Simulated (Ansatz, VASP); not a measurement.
Ru in VASP and in Ansatz

Contents of INCAR:

```
SYSTEM = Ru
PREC = Accurate ; ENCUT = 400
EDIFF = 1E-8 ; ISMEAR = 0
SIGMA = 0.025 ; LREAL = .False.
LASPH = .True. ; NELM = 120
ALGO = Normal ; ISIF = 2
LWAVE = .False. ; LCHARG = .False.
GGA = PE ; LEFG = .True.
NBANDS = 21 ; GGA_COMPAT = .False.
```

Contents of KPOINTS:

```
regular mesh
0
Gamma
  20 20 11
  0 0 0
```

File POSCAR:

```
Ru
1.0
    2.7058000000      0.0000000000      0.0000000000
   -1.3529000000      2.3432915376      0.0000000000
    0.0000000000      0.0000000000      4.2819000000
Ru
2
Direct
    0.3333333333      0.6666666667      0.2500000000
    0.6666666667      0.3333333333      0.7500000000
```

Input for Ansatz:

```yaml
crystal:
  lattice:
    - [2.7058, 0.0, 0.0]
    - [-1.3529, 2.3432915376, 0.0]
    - [0.0, 0.0, 4.2819]
  atoms:
    - { symbol: Ru, position: [0.3333333333, 0.6666666667, 0.25] }
    - { symbol: Ru, position: [0.6666666667, 0.3333333333, 0.75] }
kpoints:
  mp_grid: { grid: [20, 20, 11] }
scf:
  occupations: { method: gaussian, width: 0.025 }
hamiltonian:
  xc: pbe
  pseudopotentials: { kind: paw }
output:
  forces: true
  stress: true
  populations: true
  efg: { quadrupole_moments_barn: { Ru: 0.079 }, contact_densities: true }
  write_density: true
  write_potential: true
  elf: true
  volumetric_format: npy
```

Alike in both runs: task electric field gradients; functional PBE; k mesh 20 × 20 × 11; occupations gaussian, width 0.025 eV; no spin polarisation.

|  | VASP | Ansatz |
| --- | --- | --- |
| version | VASP 6.6.1 | Ansatz 0.2.0 |
| potentials or method | VASP PAW PBE potentials, release 64 (Ru_pv) | plane-wave PAW, scalar-relativistic |
| plane-wave cutoff (eV) | 400 | 420 |
| valence electrons in the cell | 28 | 32 |

Ansatz gave:

| Item | Value |
| --- | --- |
| pressure (GPa) | 4.5 |
| traceless stress, the component that is largest in VASP (GPa) | -1.33 |
| size of Vzz on the site where it differs most (V/Å²) | 12.1 |

Problem. Estimate VASP's values.

Solution. Pressure (GPa): 3.4; traceless stress, the component that is largest in VASP (GPa): -1.33; size of Vzz on the site where it differs most (V/Å²): 14.9.

VASP's potentials hold 28 valence electrons a cell and Ansatz's 32, so a difference there can come from the potentials and not from the codes.
